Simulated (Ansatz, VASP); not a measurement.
**Zn: VASP beside Ansatz**

POSCAR

```
Zn
1.0
   -1.5690370000      1.5690370000      1.5690370000
    1.5690370000     -1.5690370000      1.5690370000
    1.5690370000      1.5690370000     -1.5690370000
Zn
1
Direct
    0.0000000000      0.0000000000      0.0000000000
```

INCAR.step1

```
ALGO = Normal
EDIFF = 1E-5
ENCUT = 600
GGA = PE
ISMEAR = -1
LASPH = True
LCHARG = False
LREAL = False
LWAVE = True
NBANDS = 12
NELM = 80
PREC = Accurate
SIGMA = 0.05
```

Contents of INCAR.step2:

```
AEXX = 1.0
AGGAC = 0.0
ALDAC = 0.0
ALGO = Normal
EDIFF = 1E-6
EDIFFG = -0.01
ENCUT = 600
GGA = PE
IBRION = 2
ISIF = 3
ISMEAR = -1
ISTART = 1
LASPH = True
LCHARG = False
LHFCALC = True
LREAL = False
LWAVE = False
NELM = 80
NSW = 60
PREC = Accurate
PRECFOCK = Normal
SIGMA = 0.05
```

File KPOINTS:

```
k-points
0
Gamma
  6 6 6
```

File input.yaml:

```yaml
crystal:
  lattice:
    - [-1.569037, 1.569037, 1.569037]
    - [1.569037, -1.569037, 1.569037]
    - [1.569037, 1.569037, -1.569037]
  atoms:
    - { symbol: Zn, position: [0.0, 0.0, 0.0] }
hamiltonian:
  xc: hf
  pseudopotentials: { kind: paw }
kpoints:
  mp_grid: { grid: [6, 6, 6] }
scf:
  occupations: { method: fermi_dirac, width: 0.05 }
output:
  forces: true
  stress: true
  eigenvalues: true
relax:
  f_tol: 0.01
  max_steps: 40
  cell: { stress_tol: 0.05 }
```

Alike in both runs: task relaxation of cell and atoms; functional HF; k mesh 6 × 6 × 6; occupations fermi-dirac, width 0.05 eV; no spin polarisation.

|  | VASP | Ansatz |
| --- | --- | --- |
| version | VASP 6.6.1 | Ansatz 0.2.0 |
| potentials or method | VASP PAW PBE potentials, release 64 (Zn) | Ansatz PAW |
| plane-wave cutoff (eV) | 600 | 420 |
| valence electrons in the cell | 12 | 12 |

VASP gave:

* gap on the k mesh at the Fermi level, each at its own relaxed structure (eV): none
* relaxed volume (Å³/atom): 18.39
* relaxed cell length with the largest relative difference (Å): 2.880

Question: Estimate Ansatz's values.

Answer: gap on the k mesh at the Fermi level, each at its own relaxed structure (eV): none; relaxed volume (Å³/atom): 18.35; relaxed cell length with the largest relative difference (Å): 2.878.

VASP's potentials were made for PBE, not for HF. A gap of «none» marks a metal or a gap that the smearing closes.

The k mesh is coarse, so the values compare programs but aren't converged. Noted on VASP's run: the volume moved by over 15 % at a fixed basis, so the end points are rough. Noted on Ansatz's run: the volume moved by over 15 % at a fixed basis, so the end points are rough; the plane-wave basis is chosen anew once the cell has moved, so the energies of steps on either side of that aren't comparable.
